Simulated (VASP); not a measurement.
# BaTiO3 (R3m) in VASP: further runs, part 2 of 2

VASP 6.6.1. The steps go on from the part before.

## Step 3: Single point, PBEsol

This run uses another cell than the first one, of 11.83 Å³/atom, 0.922 times its volume.

Contents of INCAR:

```
ALGO = Normal
EDIFF = 1E-7
ENCUT = 520
GGA = PS
ISIF = 2
ISMEAR = -1
LASPH = T
LCHARG = F
LREAL = F
LWAVE = F
NBANDS = 28
NELM = 100
PREC = Accurate
SIGMA = 0.05
```

Contents of KPOINTS:

```
k-points
0
Gamma
  6 6 6
```

Contents of POSCAR:

```
BaTiO3
1.0
    2.7142719441      1.5670856375      2.3183934932
   -2.7142719441      1.5670856375      2.3183934932
    0.0000000000     -3.1341712751      2.3183934932
Ba Ti O
1 1 3
Direct
    0.0000000000      0.0000000000      0.0000000000
    0.4845000000      0.4845000000      0.4845000000
    0.5086000000      0.0175000000      0.5086000000
    0.0175000000      0.5086000000      0.5086000000
    0.5086000000      0.5086000000      0.0175000000
```

Potentials or basis: VASP PAW PBE potentials, release 64 (Ba_sv, Ti_sv, O).

Launch:

```
> cat potpaw_PBE.64/Ba_sv/POTCAR potpaw_PBE.64/Ti_sv/POTCAR potpaw_PBE.64/O/POTCAR > POTCAR
> mpirun -np 1 vasp_std > vasp.out
```

OUTCAR:

```text
EDIFF = 1E-7
   ENCUT = 520
   GGA = PS
   ISIF = 2
   ISMEAR = -1
   LASPH = T
   LREAL = F
   NELM = 100
   PREC = Accurate

 ion  position               nearest neighbor table
   1  0.000  0.000  0.000-   3 2.72   4 2.72   3 2.72   4 2.72   5 2.72   5 2.72   5 2.75   4 2.75
                             3 2.75   5 2.85   4 2.85   3 2.85   2 3.31   2 3.31   2 3.31   2 3.37
   2  0.484  0.484  0.484-   5 1.82   4 1.82   3 1.82   5 2.09   4 2.09   3 2.09   1 3.31   1 3.31
                             1 3.31   1 3.37   1 3.38   1 3.38   1 3.38   1 3.59
   3  0.509  0.017  0.509-   2 1.82   2 2.09   1 2.72   1 2.72   1 2.75   1 2.85
   4  0.017  0.509  0.509-   2 1.82   2 2.09   1 2.72   1 2.72   1 2.75   1 2.85
   5  0.509  0.509  0.017-   2 1.82   2 2.09   1 2.72   1 2.72   1 2.75   1 2.85

  LATTYP: Found a trigonal (rhomboedric) cell.
 ALAT       =     3.8984584096
 COS(alpha) =     0.0304931089

  Lattice vectors:

 A1 = (   2.7142719441,   1.5670856375,   2.3183934932)
 A2 = (  -2.7142719441,   1.5670856375,   2.3183934932)
 A3 = (   0.0000000000,  -3.1341712751,   2.3183934932)

Analysis of symmetry for initial positions (statically):
=====================================================================
 Subroutine PRICEL returns:
 Original cell was already a primitive cell.

 Routine SETGRP: Setting up the symmetry group for a
 trigonal (rhombohedral) supercell.

 Subroutine GETGRP returns: Found  6 space group operations
 (whereof  6 operations were pure point group operations)
 out of a pool of 12 trial point group operations.

The static configuration has the point symmetry C_3v.

Analysis of symmetry for dynamics (positions and initial velocities):
=====================================================================
 Subroutine PRICEL returns:
 Original cell was already a primitive cell.

 Routine SETGRP: Setting up the symmetry group for a
 trigonal (rhombohedral) supercell.

 Subroutine GETGRP returns: Found  6 space group operations
 (whereof  6 operations were pure point group operations)
[... 124 lines left out ...]
   EFERMI_NEDOS =   21; number of points for ismear=-14 and -15
   IALGO  =     38    algorithm
   IMIX   =      4    mixing-type and parameters
     AMIX     =   0.40;   BMIX     =  1.00
     AMIX_MAG =   1.60;   BMIX_MAG =  1.00
  volume/ion in A,a.u.               =      11.83        79.86
  Fermi-wavevector in a.u.,A,eV,Ry     =   1.436812  2.715181 28.088265  2.064429
  Thomas-Fermi vector in A             =   2.555959
   LORBIT       =      0    0 simple, 1 ext, 2 COOP (PROOUT), +10 PAW based schemes
   GGA     = PS    functional components
   LHFCALC =     F    Hartree Fock is set to
   AEXX    =    0.0000 exact exchange contribution
   IVDW    =     0    specifies the selected vdW correction
   LEPSILON=     F    determine dielectric tensor
   LRPA    =     F    only Hartree local field effects (RPA)
 non-spin polarized calculation
  energy-cutoff  :      520.00
  volume of cell :       59.17
 maximum number of plane-waves:      1608
 NGX is ok and might be reduce to    30
   NGX = 15   NGY = 15   NGZ = 15

 number of electron      39.9999999 magnetization

 Free energy of the ion-electron system (eV)
  ---------------------------------------------------
  ext. energy  EPLUGINS =         0.00000000
  ---------------------------------------------------
  free energy    TOTEN  =       -41.66278085 eV

  energy without entropy =      -41.66278085  energy(sigma->0) =      -41.66278085

 E-fermi :   5.4238     XC(G=0): -11.9260

 val. band max:        4.2782654279   @ k =   0.5000   0.5000   0.5000
 cond. band min:       6.7622889081   @ k =   0.0000   0.0000   0.0000
 fundamental gap:      2.4840234801
 Fermi energy:         5.4237705307

 k-point     1 :       0.0000    0.0000    0.0000
  band No.  band energies     occupation
      1     -51.3811      2.00000
      2     -27.8337      2.00000
      3     -27.8337      2.00000
      4     -27.7841      2.00000
      5     -20.3255      2.00000
      6     -12.6238      2.00000
[... 733 lines left out ...]
     27      12.8718      0.00000
     28      13.3873      0.00000

 [... further k-points ...]
[... 5 lines left out ...]
  --------------------------------------------------------------------------------------
  -------------------------------------------------------------------------------------
  Total        8.2629066      8.2629066      3.7039796      0.0000000     -0.0000000      0.0000000
  in kB      223.7478856    223.7478856    100.2985565      0.0000000     -0.0000000      0.0000000
  external PRESSURE =     182.5981092 kB  Pullay stress =       0.0000000 kB

 VOLUME and BASIS-vectors are now :
 -----------------------------------------------------------------------------
  energy-cutoff  :      520.00
  volume of cell :       59.17
      direct lattice vectors                 reciprocal lattice vectors
     2.714271944  1.567085637  2.318393493     0.184211461  0.106354537  0.143777721
    -2.714271944  1.567085637  2.318393493    -0.184211461  0.106354537  0.143777721
     0.000000000 -3.134171275  2.318393493     0.000000000 -0.212709073  0.143777721

 POSITION                                       TOTAL-FORCE (eV/Angst)
 -----------------------------------------------------------------------------------
      0.00000      0.00000      0.00000        -0.000000      0.000000     -0.102917
      0.00000     -0.00000      3.36978        -0.000000     -0.000000      1.027165
      1.33298     -0.76960      2.39884         0.695553     -0.401577     -0.308083
     -1.33298     -0.76960      2.39884        -0.695553     -0.401577     -0.308083
      0.00000      1.53919      2.39884        -0.000000      0.803155     -0.308083
 -----------------------------------------------------------------------------------
    total drift:                                0.000000     -0.000001     -0.000200

  FREE ENERGIE OF THE ION-ELECTRON SYSTEM (eV)
  ---------------------------------------------------
  free  energy   TOTEN  =       -41.6627808543 eV

  energy  without entropy=      -41.6627808543  energy(sigma->0) =      -41.66278085
```

Wall time 33 s (1 thread of Intel Xeon 6975P-C (Granite Rapids), shared host); peak memory 0.2 GiB.

What came out:

| Property | Result |
| --- | --- |
| Free energy | -41.6628 eV |
| Pressure | 18.3 GPa |
| Largest force | 1.027 eV/Å |
| Band gap on the k mesh | 2.48 eV, indirect (least direct gap 2.73 eV) |

Forces on the atoms (eV/Å):
```
Ba   0.000  0.000 -0.103
Ti   0.000  0.000  1.027
O    0.696 -0.402 -0.308
O   -0.696 -0.402 -0.308
O    0.000  0.803 -0.308
```

Caveat: the PAW data sets were made with another functional, which shifts forces and pressure a little; spin-orbit coupling is left out, which moves the levels of the heavy elements.

## Step 4: Single point, PBEsol

This run uses another cell than the first one, of 12.33 Å³/atom, 0.960 times its volume.

Contents of INCAR:

```
SYSTEM = BaTiO3
ALGO     = Normal         ! electronic algorithm
EDIFF    = 1E-6           ! SCF threshold, eV
ENCUT    = 520            ! plane-wave cutoff, eV
GGA      = PS             ! functional
ISIF     = 2              ! what is computed and relaxed
ISMEAR   = -1             ! smearing method
LASPH    = .True.         ! aspherical terms in the spheres
LCHARG   = .True.         ! write CHGCAR
LELF     = .True.         ! ELF
LREAL    = .False.        ! projectors in reciprocal space
LVHAR    = .True.       
LWAVE    = .False.        ! write WAVECAR
NBANDS   = 28             ! bands
NELM     = 100            ! most SCF steps
PREC     = Accurate       ! precision mode
SIGMA    = 0.05           ! smearing width, eV
```

Contents of KPOINTS:

```
k-points
0
Gamma
  6 6 6
  0 0 0
```

POSCAR: that of step 3 with these lines changed.

```diff
@@ -2,5 +2,5 @@
 1.0
-    2.7142719441      1.5670856375      2.3183934932
-   -2.7142719441      1.5670856375      2.3183934932
-    0.0000000000     -3.1341712751      2.3183934932
+    2.7708192762      1.5997332550      2.3183934932
+   -2.7708192762      1.5997332550      2.3183934932
+    0.0000000000     -3.1994665100      2.3183934932
 Ba Ti O
```

Launch:

```
> cat potpaw_PBE.64/Ba_sv/POTCAR potpaw_PBE.64/Ti_sv/POTCAR potpaw_PBE.64/O/POTCAR > POTCAR
> mpirun -np 1 vasp_std > vasp.out
```

It took 33 s on 1 thread of Intel Xeon 6975P-C (Granite Rapids), shared host; peak memory 0.2 GiB.

Results (log left out):

```
Free energy            : -41.9177 eV
Pressure               : 8.6 GPa
Largest force          : 0.547 eV/Å
Band gap on the k mesh : 2.43 eV, indirect (least direct gap 2.75 eV)
```

Forces on the atoms (eV/Å):
```
Ba   0.000  0.000 -0.112
Ti   0.000  0.000  0.547
O    0.370 -0.214 -0.145
O   -0.370 -0.214 -0.145
O    0.000  0.427 -0.145
```

Stress tensor (GPa, compression positive):
```
10.50  0.00  0.00
 0.00 10.50  0.00
 0.00  0.00  4.74
```

Levels at points of the mesh, in eV from the valence-band top:
| k point | band 17 | band 18 | band 19 | band 20 | band 21 | band 22 | band 23 | band 24 |
| --- | --- | --- | --- | --- | --- | --- | --- | --- |
| (0.00, 0.00, 0.00) | -1.09 | -0.60 | -0.32 | -0.32 | 2.43 | 2.43 | 2.65 | 4.83 |
| (0.50, 0.00, 0.00) | -1.73 | -1.71 | -1.02 | -0.77 | 2.65 | 4.03 | 4.11 | 4.79 |
| (0.50, 0.50, 0.00) | -1.59 | -0.89 | -0.79 | -0.09 | 4.08 | 4.12 | 4.43 | 5.42 |
| (0.50, 0.50, 0.50) | -2.33 | -0.01 | 0.00 | 0.00 | 4.63 | 4.75 | 4.75 | 6.68 |

Caveat: the PAW data sets were made with another functional, which shifts forces and pressure a little; spin-orbit coupling is left out, which moves the levels of the heavy elements. As with any semilocal functional, this PBEsol gap is likely too small.

## Step 5: Summary

| task | level | cell | k mesh | cutoff (eV) | gap on the mesh (eV) | pressure (GPa) | largest force (eV/Å) |
| --- | --- | --- | --- | --- | --- | --- | --- |
| relaxation of cell and atoms | r2SCAN | relaxed from a = 4.004 Å, angles 89.8°, 5 atoms | 7 × 7 × 7 | 600 | 2.82 | 0.0 | - |
| single point | PBEsol | a = 3.898 Å, angles 88.3°, 5 atoms | 6 × 6 × 6 | 520 | 2.48 | 18.3 | 1.03 |
| single point | PBEsol | a = 3.951 Å, angles 89.1°, 5 atoms | 6 × 6 × 6 | 520 | 2.43 | 8.6 | 0.55 |

Alike in all rows: potentials or basis VASP PAW PBE potentials, release 64 (Ba_sv, Ti_sv, O); no spin polarisation; smearing fermi-dirac 0.05 eV.

Caveats: the PAW data sets were made with another functional, which shifts forces and pressure a little; spin-orbit coupling is left out, which moves the levels of the heavy elements.

Total energies depend on the potentials used, so only differences within one code and one set of settings carry meaning.
